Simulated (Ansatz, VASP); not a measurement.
Ga in VASP and in Ansatz

Contents of INCAR:

```
  PREC = Accurate
  ENCUT = 520
  EDIFF = 1E-7
  ISMEAR = -1
  SIGMA = 0.1
  LREAL = F
  LASPH = T
  NELM = 60
  ALGO = Normal
  ISIF = 2
  LWAVE = F
  LCHARG = F
  GGA = B5
  ALDAX = 1.0
  AGGAX = 1.0
  AGGAC = 1.0
  ALDAC = 0.0
  NBANDS = 34
```

Contents of KPOINTS:

```
Automatic mesh
0
Gamma
  13 13 4
```

Contents of POSCAR:

```
Ga
1.0
    2.9986822306      0.0000000000      0.0000000000
   -1.4993411153      2.5969349896      0.0000000000
    0.0000000000      0.0000000000      9.7884827555
Ga
4
Direct
    0.0000000000      1.0000000000      1.0000000000
    0.0000000000      1.0000000000      0.5000000000
    0.3333333333      0.6666666667      0.2500000000
    0.6666666667      0.3333333333      0.7500000000
```

Input for Ansatz:

```yaml
crystal:
  lattice:
    - [2.9986822306, 0.0, 0.0]
    - [-1.4993411153, 2.5969349896, 0.0]
    - [0.0, 0.0, 9.7884827555]
  atoms:
    - { symbol: Ga, position: [0.0, 1.0, 1.0] }
    - { symbol: Ga, position: [0.0, 1.0, 0.5] }
    - { symbol: Ga, position: [0.3333333333, 0.6666666667, 0.25] }
    - { symbol: Ga, position: [0.6666666667, 0.3333333333, 0.75] }
hamiltonian:
  xc: blyp
  pseudopotentials:
    kind: paw
    azcp:
      Ga: "pseudopotentials/Ga.paw.azcp"
basis:
  ecutwfc: 420
  fft_grid_basis: typed
kpoints:
  mp_grid: { grid: [13, 13, 4], shift: [0, 0, 0] }
magnetization:
  spin_polarized: false
scf:
  occupations: { method: fermi_dirac, width: 0.1 }
  lower_state_search: "off"
output:
  stress: true
```

Alike in both runs: task single point; functional BLYP; k mesh 13 × 13 × 4; occupations fermi-dirac, width 0.1 eV; no spin polarisation.

```csv
,VASP,Ansatz
version,VASP 6.6.1,Ansatz 0.2.0
potentials or method,"VASP PAW PBE potentials, release 64 (Ga_d), cutoff 520 eV","plane waves (420 eV) with PAW, scalar-relativistic"
valence electrons in the cell,52,52
```

|  | VASP | Ansatz | Ansatz less VASP |
| --- | --- | --- | --- |
| pressure (GPa) | 5.4 | 5.4 | -0.01 |
| traceless stress, the component that is largest in VASP (GPa) | 0.21 | 0.21 | -0.002 |

VASP's potentials were made for PBE, not for BLYP.
